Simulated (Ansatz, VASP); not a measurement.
## Two plane-wave programs on Hf3N4

Contents of INCAR:

```
SYSTEM = Hf3N4
PREC     = Accurate       ! precision mode
ENCUT    = 520            ! plane-wave cutoff, eV
EDIFF    = 1E-7           ! SCF threshold, eV
ISMEAR   = 0              ! smearing method
SIGMA    = 0.02           ! smearing width, eV
LREAL    = .FALSE.        ! projectors in reciprocal space
LASPH    = .TRUE.         ! aspherical terms in the spheres
NELM     = 120            ! most SCF steps
ALGO     = Normal         ! electronic algorithm
ISIF     = 2              ! what is computed and relaxed
LWAVE    = .FALSE.        ! write WAVECAR
LCHARG   = .FALSE.        ! write CHGCAR
GGA      = PS             ! functional
IBRION   = 2              ! ionic algorithm
NSW      = 50             ! ionic steps
EDIFFG   = -0.01          ! ionic threshold
GGA_COMPAT= .FALSE.      
NELMIN   = 4            
KPAR     = 4
```

File KPOINTS:

```
regular mesh
0
G
  6 6 6
  0 0 0
```

POSCAR

```
Hf3N4
1.0
   -3.1867829848      3.1867829848      3.1867829848
    3.1867829848     -3.1867829848      3.1867829848
    3.1867829848      3.1867829848     -3.1867829848
Hf N
6 8
Direct
    0.2500000000      0.6250000000      0.3750000000
    0.3750000000      0.2500000000      0.6250000000
    0.7500000000      0.8750000000      0.1250000000
    0.1250000000      0.7500000000      0.8750000000
    0.6250000000      0.3750000000      0.2500000000
    0.8750000000      0.1250000000      0.7500000000
    0.1489674594      0.1489674594      0.1489674594
    0.8510325406      0.5000000000      0.0000000000
    0.5000000000      0.0000000000      0.3510325406
    0.0000000000      0.8510325406      0.5000000000
    0.3510325406      0.5000000000      0.0000000000
    0.6489674594      0.6489674594      0.6489674594
    0.0000000000      0.3510325406      0.5000000000
    0.5000000000      0.0000000000      0.8510325406
```

Input for Ansatz:

```yaml
crystal:
  lattice:
    - [-3.1867829848, 3.1867829848, 3.1867829848]
    - [3.1867829848, -3.1867829848, 3.1867829848]
    - [3.1867829848, 3.1867829848, -3.1867829848]
  atoms:
    - { symbol: Hf, position: [0.25, 0.625, 0.375] }
    - { symbol: Hf, position: [0.375, 0.25, 0.625] }
    - { symbol: Hf, position: [0.75, 0.875, 0.125] }
    - { symbol: Hf, position: [0.125, 0.75, 0.875] }
    - { symbol: Hf, position: [0.625, 0.375, 0.25] }
    - { symbol: Hf, position: [0.875, 0.125, 0.75] }
    - { symbol: "N", position: [0.1489674594, 0.1489674594, 0.1489674594] }
    - { symbol: "N", position: [0.8510325406, 0.5, 0.0] }
    - { symbol: "N", position: [0.5, 0.0, 0.3510325406] }
    - { symbol: "N", position: [0.0, 0.8510325406, 0.5] }
    - { symbol: "N", position: [0.3510325406, 0.5, 0.0] }
    - { symbol: "N", position: [0.6489674594, 0.6489674594, 0.6489674594] }
    - { symbol: "N", position: [0.0, 0.3510325406, 0.5] }
    - { symbol: "N", position: [0.5, 0.0, 0.8510325406] }
basis:
  ecutwfc: 420
kpoints:
  mp_grid: { grid: [6, 6, 6] }
hamiltonian:
  xc: pbesol
scf:
  occupations: { method: gaussian, width: 0.02 }
output:
  forces: true
  stress: true
  eigenvalues: true
relax:
  adjacent_minimum: "off"
  f_tol: 0.01
  max_steps: 30
```

Alike in both runs: task relaxation of the atoms; functional PBEsol; k mesh 6 × 6 × 6; occupations gaussian, width 0.02 eV; no spin polarisation.

```csv
,VASP,Ansatz
version,VASP 6.6.1,Ansatz 0.2.0
potentials or method,"VASP PAW PBE potentials, release 64 (Hf_pv, N), cutoff 520 eV","scalar-relativistic, plane waves, PAW"
valence electrons in the cell,100,196
```

```csv
,VASP,Ansatz,Ansatz less VASP
"gap on the k mesh at the Fermi level, each at its own relaxed structure (eV)",1.13,1.12,-0.017
```

VASP's potentials were made for PBE, not for PBEsol. VASP's potentials hold 100 valence electrons a cell and Ansatz's 196, so a difference there can come from the potentials and not from the codes. Ansatz's warnings: stress scf threshold loose.

Neither program's run includes spin-orbit coupling.
